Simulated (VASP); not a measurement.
# BiTe4 (P6/mmm) in VASP: a series of runs

BiTe4 is run at these levels: PBE; tasks: single point, relaxation of cell and atoms.

All numbers are computed with VASP 6.6.1; they aren't measurements. Logs are shortened: lines on timing, memory, paths and dates and some standing lists are left out, and cuts for length are marked.

### 1 The cell of the first run

The structure is hexagonal, space group P6/mmm (No. 191). Conventional cell: a = 5.717 Å, b = 5.717 Å, c = 7.096 Å, α = 90.00°, β = 90.00°, γ = 120.00°. Within 4.7 Å of Bi (site symmetry 6/mmm) lie 14 Te at 3.55 to 4.56 Å. Within 3.8 Å of Te (site symmetry mmm) lie 6 Te at 2.86 Å. Te (site symmetry 6/mmm) has 6 Te at 2.86 Å and 2 Bi at 3.55 Å within 3.8 Å.

The cell was generated, and may not be a known phase.

### 2 Single point, PBE

File INCAR:

```
SYSTEM = BiTe4
PREC = Accurate
ENCUT = 520
EDIFF = 1E-6
ISMEAR = 0
SIGMA = 0.1
LREAL = .FALSE.
LASPH = .TRUE.
NELM = 60
ALGO = Normal
ISIF = 2
LWAVE = .FALSE.
LCHARG = .FALSE.
GGA = PE
NBANDS = 28
```

File KPOINTS:

```
Automatic mesh
0
G
  6 6 4
  0 0 0
```

File POSCAR:

```
BiTe4
1.0
    5.7169488900      0.0000000000      0.0000000000
   -2.8584744500      4.9510229700      0.0000000000
    0.0000000000      0.0000000000      7.0959062700
Bi Te
1 4
Direct
    0.0000000000      0.0000000000      0.5000000000
    0.5000000000      0.0000000000      0.0000000000
    0.0000000000      0.5000000000      0.0000000000
    0.5000000000      0.5000000000      0.0000000000
    0.0000000000      0.0000000000      0.0000000000
```

Potentials or basis: VASP PAW PBE potentials, release 64 (Bi_d, Te).

The run is started by

```
cat potpaw_PBE.64/Bi_d/POTCAR potpaw_PBE.64/Te/POTCAR > POTCAR
mpirun -np 1 vasp_std > vasp.out
```

OUTCAR:

```text
SYSTEM = BiTe4
   PREC = Accurate
   ENCUT = 520
   EDIFF = 1E-6
   ISMEAR = 0
   LREAL = .FALSE.
   LASPH = .TRUE.
   NELM = 60
   ISIF = 2
   GGA = PE

 ion  position               nearest neighbor table
   1  0.000  0.000  0.500-   5 3.55   5 3.55
   2  0.500  0.000  0.000-   3 2.86   3 2.86   5 2.86   5 2.86   4 2.86   4 2.86
   3  0.000  0.500  0.000-   2 2.86   2 2.86   4 2.86   4 2.86   5 2.86   5 2.86
   4  0.500  0.500  0.000-   5 2.86   5 2.86   3 2.86   3 2.86   2 2.86   2 2.86
   5  0.000  0.000  0.000-   4 2.86   4 2.86   2 2.86   2 2.86   3 2.86   3 2.86   1 3.55   1 3.55

  LATTYP: Found a hexagonal cell.
 ALAT       =     5.7169488900
 C/A-ratio  =     1.2412051265

  Lattice vectors:

 A1 = (   5.7169488900,   0.0000000000,   0.0000000000)
 A2 = (  -2.8584744500,   4.9510229700,   0.0000000000)
 A3 = (   0.0000000000,   0.0000000000,   7.0959062700)

Analysis of symmetry for initial positions (statically):
=====================================================================
 Subroutine PRICEL returns:
 Original cell was already a primitive cell.

 Routine SETGRP: Setting up the symmetry group for a
 hexagonal supercell.

 Subroutine GETGRP returns: Found 24 space group operations
 (whereof 24 operations were pure point group operations)
 out of a pool of 24 trial point group operations.

The static configuration has the point symmetry D_6h.

Analysis of symmetry for dynamics (positions and initial velocities):
=====================================================================
 Subroutine PRICEL returns:
 Original cell was already a primitive cell.

 Routine SETGRP: Setting up the symmetry group for a
 hexagonal supercell.

 Subroutine GETGRP returns: Found 24 space group operations
 (whereof 24 operations were pure point group operations)
 out of a pool of 24 trial point group operations.

The dynamic configuration has the point symmetry D_6h.

 Subroutine INISYM returns: Found 24 space group operations
 (whereof 24 operations are pure point group operations),
 and found     1 'primitive' translations

----------------------------------------------------------------------------------------

                                     Primitive cell

  volume of cell :     200.8478

  direct lattice vectors                    reciprocal lattice vectors
     5.716948890  0.000000000  0.000000000     0.174918478  0.100989231  0.000000000
    -2.858474450  4.951022970  0.000000000     0.000000000  0.201978461  0.000000000
     0.000000000  0.000000000  7.095906270     0.000000000  0.000000000  0.140926326

  length of vectors
     5.716948890  5.716948892  7.095906270     0.201978461  0.201978461  0.140926326

  position of ions in fractional coordinates (direct lattice)
     0.000000000  0.000000000  0.500000000
     0.500000000  0.000000000  0.000000000
     0.000000000  0.500000000  0.000000000
     0.500000000  0.500000000  0.000000000
     0.000000000  0.000000000  0.000000000

  ion indices of the primitive-cell ions
   primitive index   ion index
                 1           1
                 2           2
                 3           3
                 4           4
                 5           5

----------------------------------------------------------------------------------------

 KPOINTS: Automatic mesh

Automatic generation of k-mesh.
 Grid dimensions read from file:
 generate k-points for:    6    6    4

 Generating k-lattice:

  Cartesian coordinates                     Fractional coordinates (reciprocal lattice)
     0.029153080  0.016831538  0.000000000     0.166666667  0.000000000  0.000000000
     0.000000000  0.033663077  0.000000000     0.000000000  0.166666667  0.000000000
     0.000000000  0.000000000  0.035231581     0.000000000  0.000000000  0.250000000

  Length of vectors
     0.033663077  0.033663077  0.035231581

  Shift w.r.t. Gamma in fractional coordinates (k-lattice)
     0.000000000  0.000000000  0.000000000

 Subroutine IBZKPT returns following result:
 ===========================================

 Found     21 irreducible k-points:

 Following reciprocal coordinates:
            Coordinates               Weight
  0.000000  0.000000  0.000000      1.000000
  0.166667 -0.000000  0.000000      6.000000
  0.333333 -0.000000  0.000000      6.000000
  0.500000  0.000000  0.000000      3.000000
  0.166667  0.166667  0.000000      6.000000
  0.333333  0.166667  0.000000     12.000000
[... 13 lines left out ...]
  0.333333  0.166667  0.500000     12.000000
  0.333333  0.333333  0.500000      2.000000
   k-points           NKPTS =     21   k-points in BZ     NKDIM =     21   number of bands    NBANDS=     28
   number of dos      NEDOS =    301   number of ions     NIONS =      5
   total plane-waves  NPLWV = 124416
   dimension x,y,z NGX =    48 NGY =   48 NGZ =   54
   dimension x,y,z NGXF=    96 NGYF=   96 NGZF=  108
   ions per type =               1   4
   NGX,Y,Z   is equivalent  to a cutoff of  13.96, 13.96, 12.65 a.u.
   NGXF,Y,Z  is equivalent  to a cutoff of  27.92, 27.92, 25.30 a.u.
 SYSTEM =  BiTe4
   PREC   = accura    normal or accurate (medium, high low for compatibility)
   ISTART =      0    job   : 0-new  1-cont  2-samecut
   ICHARG =      2    charge: 1-file 2-atom 10-const
   ISPIN  =      1    spin polarized calculation?
   LNONCOLLINEAR =      F non collinear calculations
   LSORBIT =      F    spin-orbit coupling
   LASPH  =      T    aspherical Exc in radial PAW
   ENCUT  =  520.0 eV  38.22 Ry    6.18 a.u.  10.63 10.63 13.19*2*pi/ulx,y,z
   NELM   =     60;   NELMIN=  2; NELMDL= -5     # of ELM steps
   EDIFF  = 0.1E-05   stopping-criterion for ELM
   LREAL  =      F    real-space projection
[... 7 lines left out ...]
   TEBEG  =    0.0;   TEEND  =   0.0 temperature during run
   PSTRESS=    0.0 pullay stress
   NELECT =      39.0000    total number of electrons
   NUPDOWN=      -1.0000    fix difference up-down
   EMIN   =  10.00;   EMAX   =-10.00  energy-range for DOS
   EFERMI =   0.00;   METHOD = LEGACY
   ISMEAR =     0;   SIGMA  =   0.10  broadening in eV -4-tet -1-fermi 0-gaus
   EFERMI_NEDOS =   21; number of points for ismear=-14 and -15
   IALGO  =     38    algorithm
   IMIX   =      4    mixing-type and parameters
     AMIX     =   0.40;   BMIX     =  1.00
     AMIX_MAG =   1.60;   BMIX_MAG =  1.00
  volume/ion in A,a.u.               =      40.17       271.08
  Fermi-wavevector in a.u.,A,eV,Ry     =   0.947998  1.791456 12.227553  0.898700
  Thomas-Fermi vector in A             =   2.076144
   LORBIT       =      0    0 simple, 1 ext, 2 COOP (PROOUT), +10 PAW based schemes
   GGA     = PE    functional components
   LHFCALC =     F    Hartree Fock is set to
   AEXX    =    0.0000 exact exchange contribution
   IVDW    =     0    specifies the selected vdW correction
   LEPSILON=     F    determine dielectric tensor
   LRPA    =     F    only Hartree local field effects (RPA)
 non-spin polarized calculation
 Gauss-broadening in eV      SIGMA  =   0.10
  energy-cutoff  :      520.00
  volume of cell :      200.85
 maximum number of plane-waves:      5462
 NGX is ok and might be reduce to    48
   NGX = 21   NGY = 21   NGZ = 27

 number of electron      38.9999996 magnetization

 Free energy of the ion-electron system (eV)
  ---------------------------------------------------
  ext. energy  EPLUGINS =         0.00000000
  ---------------------------------------------------
  free energy    TOTEN  =       -10.54090993 eV

  energy without entropy =      -10.51040260  energy(sigma->0) =      -10.52565626

 E-fermi :   4.2563     XC(G=0):  -8.0527

 val. band max:        4.2058193069   @ k =   0.1667  -0.0000   0.0000
 cond. band min:       4.2587072423   @ k =   0.1667   0.1667   0.2500
 fundamental gap:      0.0528879353
 Fermi energy:         4.2562630295

 k-point     1 :       0.0000    0.0000    0.0000
  band No.  band energies     occupation
      1     -18.5310      2.00000
      2     -18.5310      2.00000
      3     -18.5184      2.00000
      4     -18.5184      2.00000
      5     -18.5122      2.00000
      6     -11.1135      2.00000
[... 20 lines left out ...]
     27       8.6803      0.00000
     28      10.6841      0.00000

 k-point     2 :       0.1667   -0.0000    0.0000
  band No.  band energies     occupation
      1     -18.5309      2.00000
      2     -18.5309      2.00000
      3     -18.5184      2.00000
      4     -18.5184      2.00000
      5     -18.5122      2.00000
      6     -10.9371      2.00000
[... 20 lines left out ...]
     27       9.3328      0.00000
     28       9.9854      0.00000

 k-point     3 :       0.3333   -0.0000    0.0000
  band No.  band energies     occupation
      1     -18.5309      2.00000
      2     -18.5307      2.00000
      3     -18.5184      2.00000
      4     -18.5184      2.00000
      5     -18.5121      2.00000
      6     -10.4085      2.00000
[... 20 lines left out ...]
     27       9.6767      0.00000
     28       9.7671      0.00000

 k-point     4 :       0.5000    0.0000    0.0000
  band No.  band energies     occupation
      1     -18.5309      2.00000
      2     -18.5307      2.00000
      3     -18.5185      2.00000
      4     -18.5184      2.00000
      5     -18.5121      2.00000
      6      -9.6075      2.00000
[... 20 lines left out ...]
     27      10.0689      0.00000
     28      10.1729      0.00000

 k-point     5 :       0.1667    0.1667    0.0000
  band No.  band energies     occupation
      1     -18.5309      2.00000
      2     -18.5308      2.00000
      3     -18.5184      2.00000
      4     -18.5184      2.00000
      5     -18.5121      2.00000
      6     -10.5845      2.00000
[... 20 lines left out ...]
     27       9.4467      0.00000
     28       9.6537      0.00000

 k-point     6 :       0.3333    0.1667    0.0000
  band No.  band energies     occupation
      1     -18.5309      2.00000
      2     -18.5307      2.00000
      3     -18.5185      2.00000
      4     -18.5184      2.00000
      5     -18.5121      2.00000
      6      -9.8830      2.00000
[... 370 lines left out ...]
      5     -18.5119      2.00000
      6      -9.5938      2.00000
[... 20 lines left out ...]
     27       9.6397      0.00000
     28      10.6427      0.00000

 k-point    19 :       0.1667    0.1667    0.5000
  band No.  band energies     occupation
      1     -18.5309      2.00000
      2     -18.5308      2.00000
      3     -18.5185      2.00000
      4     -18.5184      2.00000
      5     -18.5120      2.00000
      6     -10.5785      2.00000
[... 20 lines left out ...]
     27       9.4434      0.00000
     28       9.4447      0.00000

 k-point    20 :       0.3333    0.1667    0.5000
  band No.  band energies     occupation
      1     -18.5309      2.00000
      2     -18.5307      2.00000
      3     -18.5185      2.00000
      4     -18.5184      2.00000
      5     -18.5119      2.00000
      6      -9.8752      2.00000
[... 20 lines left out ...]
     27       9.3170      0.00000
     28       9.9868      0.00000

 k-point    21 :       0.3333    0.3333    0.5000
  band No.  band energies     occupation
      1     -18.5308      2.00000
      2     -18.5308      2.00000
      3     -18.5185      2.00000
      4     -18.5185      2.00000
      5     -18.5119      2.00000
      6      -9.1374      2.00000
[... 20 lines left out ...]
     27       9.2345      0.00000
     28       9.6920      0.00000

------------------------ aborting loop because EDIFF is reached ----------------------------------------

  FORCE on cell =-STRESS in cart. coord.  units (eV):
  Direction    XX          YY          ZZ          XY          YZ          ZX
  --------------------------------------------------------------------------------------
  -------------------------------------------------------------------------------------
  Total       24.5986686     24.5986686     -5.1795395     -0.0000000      0.0000000     -0.0000000
  in kB      196.2253280    196.2253279    -41.3175544     -0.0000002      0.0000000     -0.0000000
  external PRESSURE =     117.0443672 kB  Pullay stress =       0.0000000 kB

 VOLUME and BASIS-vectors are now :
 -----------------------------------------------------------------------------
  energy-cutoff  :      520.00
  volume of cell :      200.85
      direct lattice vectors                 reciprocal lattice vectors
     5.716948890  0.000000000  0.000000000     0.174918478  0.100989231  0.000000000
    -2.858474450  4.951022970  0.000000000     0.000000000  0.201978461  0.000000000
     0.000000000  0.000000000  7.095906270     0.000000000  0.000000000  0.140926326

 POSITION                                       TOTAL-FORCE (eV/Angst)
 -----------------------------------------------------------------------------------
      0.00000      0.00000      3.54795        -0.000000      0.000000      0.000000
      2.85847      0.00000      0.00000        -0.000000      0.000000      0.000000
     -1.42924      2.47551      0.00000         0.000000      0.000000      0.000000
      1.42924      2.47551      0.00000        -0.000000      0.000000      0.000000
      0.00000      0.00000      0.00000        -0.000000      0.000000      0.000000
 -----------------------------------------------------------------------------------
    total drift:                                0.000000      0.000000      0.000000

  FREE ENERGIE OF THE ION-ELECTRON SYSTEM (eV)
  ---------------------------------------------------
  free  energy   TOTEN  =       -10.5409099313 eV

  energy  without entropy=      -10.5104025972  energy(sigma->0) =      -10.52565626
```

Run time: 2.1 min. Hardware: 1 thread of Intel Xeon Platinum 8375C at 2.90GHz (Ice Lake), shared host; peak memory 0.4 GiB.

What came out:

- Free energy: -10.5409 eV
- Pressure: 11.7 GPa
- Band gap on the k mesh: zero (an odd number of electrons rules out a gap without spin polarisation)

Stress tensor (GPa, compression positive):
```
19.62  0.00  0.00
 0.00 19.62  0.00
 0.00  0.00 -4.13
```

Caveat: the stress differs along the axes, from -4 to 20 GPa; spin-orbit coupling is left out, which moves the levels of the heavy elements; an odd number of electrons without spin polarisation forces a metal; a magnetic or distorted state may lie lower.

### 3 Relaxation of cell and atoms, PBE

File INCAR:

```
  PREC = Accurate
  ENCUT = 600
  EDIFF = 1E-6
  ISMEAR = 0
  SIGMA = 0.1
  LREAL = F
  LASPH = T
  NELM = 80
  ALGO = Normal
  ISIF = 3
  LWAVE = F
  LCHARG = F
  GGA = PE
  IBRION = 2
  NSW = 90
  EDIFFG = -0.04
```

File KPOINTS:

```
regular mesh
0
Gamma
  6 6 4
```

POSCAR is that of step 2.

Potentials or basis: VASP PAW PBE potentials, release 64 (Bi_d, Te).

The run is started by

```
cat potpaw_PBE.64/Bi_d/POTCAR potpaw_PBE.64/Te/POTCAR > POTCAR
mpirun -np 1 vasp_std > vasp.out
```

OUTCAR:

```text
PREC = Accurate
   ENCUT = 600
   EDIFF = 1E-6
   ISMEAR = 0
   LREAL = F
   LASPH = T
   NELM = 80
   ISIF = 3
   GGA = PE
   IBRION = 2
   NSW = 90
   EDIFFG = -0.04

 ion  position               nearest neighbor table
   1  0.000  0.000  0.500-   5 3.55   5 3.55
   2  0.500  0.000  0.000-   3 2.86   3 2.86   5 2.86   5 2.86   4 2.86   4 2.86
   3  0.000  0.500  0.000-   2 2.86   2 2.86   4 2.86   4 2.86   5 2.86   5 2.86
   4  0.500  0.500  0.000-   5 2.86   5 2.86   3 2.86   3 2.86   2 2.86   2 2.86
   5  0.000  0.000  0.000-   4 2.86   4 2.86   2 2.86   2 2.86   3 2.86   3 2.86   1 3.55   1 3.55

  LATTYP: Found a hexagonal cell.
 ALAT       =     5.7169488900
 C/A-ratio  =     1.2412051265

  Lattice vectors:
[... 293 lines left out ...]
  ---------------------------------------------------
  free  energy   TOTEN  =       -12.9878485202 eV

  energy  without entropy=      -12.9206620938  energy(sigma->0) =      -12.95425531

[... ionic steps 4 to 7 ...]

--------------------------------------- Ionic step        8  -------------------------------------------

 number of electron      38.9999998 magnetization

------------------------ aborting loop because EDIFF is reached ----------------------------------------
[... 73 lines left out ...]
--------------------------------------- Ionic step       10  -------------------------------------------

 number of electron      38.9999993 magnetization

 Free energy of the ion-electron system (eV)
  ---------------------------------------------------
  ext. energy  EPLUGINS =         0.00000000
  ---------------------------------------------------
  free energy    TOTEN  =       -13.55803561 eV

  energy without entropy =      -13.52939474  energy(sigma->0) =      -13.54371517

 E-fermi :   3.5195     XC(G=0):  -7.8940

 val. band max:        3.5123383876   @ k =   0.5000   0.0000   0.0000
 cond. band min:       3.5275473110   @ k =   0.3333   0.1667   0.0000
 fundamental gap:      0.0152089234
 Fermi energy:         3.5195277157

 k-point     1 :       0.0000    0.0000    0.0000
  band No.  band energies     occupation
      1     -19.6496      2.00000
      2     -19.5898      2.00000
      3     -19.5898      2.00000
      4     -19.5219      2.00000
      5     -19.5219      2.00000
      6      -9.7466      2.00000
[... 567 lines left out ...]
  FREE ENERGIE OF THE ION-ELECTRON SYSTEM (eV)
  ---------------------------------------------------
  free  energy   TOTEN  =       -13.5580356054 eV

  energy  without entropy=      -13.5293947381  energy(sigma->0) =      -13.54371517

 reached required accuracy - stopping structural energy minimisation
```

CONTCAR:

```text
BiTe4
   1.00000000000000
     6.4721999494060425   -0.0000000007415775    0.0000000000000000
    -3.2360999810057827    5.6050895737102850    0.0000000000000000
     0.0000000000000000    0.0000000000000000    5.9618933738543252
  Bi              Te
     1     4
Direct
     0.0000000000000000    0.0000000000000000    0.5000000000000000
     0.5000000000000000    0.0000000000000000    0.0000000000000000
     0.0000000000000000    0.5000000000000000    0.0000000000000000
     0.5000000000000000    0.5000000000000000    0.0000000000000000
     0.0000000000000000    0.0000000000000000    0.0000000000000000

  0.00000000E+00  0.00000000E+00  0.00000000E+00
  0.00000000E+00  0.00000000E+00  0.00000000E+00
  0.00000000E+00  0.00000000E+00  0.00000000E+00
  0.00000000E+00  0.00000000E+00  0.00000000E+00
  0.00000000E+00  0.00000000E+00  0.00000000E+00
```

Wall time 17 min (1 thread of Intel Xeon Platinum 8375C at 2.90GHz (Ice Lake), shared host); peak memory 0.47 GiB.

What came out:

```
Free energy                           : -13.5580 eV
Relaxed volume                        : 43.26 Å³/atom
Relaxed cell                          : a = 6.472 Å, b = 6.472 Å, c = 5.962 Å, α = 90.00°, β = 90.00°, γ = 120.00°
Space group after relaxing (to 0.1 Å) : P6/mmm (No. 191)
Energy gained by relaxing             : 603.4 meV/atom
Ionic steps                           : 10
Pressure after relaxing               : 0.0 GPa
Band gap on the k mesh                : zero (an odd number of electrons rules out a gap without spin polarisation)
```

Step by step:
```csv
step,energy change (eV),largest force (eV/Å),pressure (GPa),volume (Å³)
1,0.0000,0.0000,11.70,200.85
2,-1.6559,0.0000,-4.35,292.09
3,-2.4467,0.0000,-1.49,247.76
4,-2.4479,0.0000,-1.62,249.11
5,-2.7614,0.0000,-1.25,235.82
6,-2.3646,0.0000,3.83,195.60
7,-2.9499,0.0000,-0.75,224.96
8,-2.9889,0.0000,0.72,211.23
9,-3.0147,0.0000,-0.12,217.58
10,-3.0169,0.0000,0.04,216.28
```

Final structure:
```
Bi Te
1.0
     6.47220    0.00000    0.00000
    -3.23610    5.60509    0.00000
     0.00000    0.00000    5.96189
Bi Te
1 4
Direct
  0.00000 0.00000 0.50000
  0.50000 0.00000 0.00000
  0.00000 0.50000 0.00000
  0.50000 0.50000 0.00000
  0.00000 0.00000 0.00000
```

Caveat: a cell axis changed by over 15 % at a fixed basis, so the end point is rough; spin-orbit coupling is left out, which moves the levels of the heavy elements; an odd number of electrons without spin polarisation forces a metal; a magnetic or distorted state may lie lower.

(Part 1 of 2 ends here.)

The gap in the log of VASP goes by the Fermi energy; the results here count the filled bands.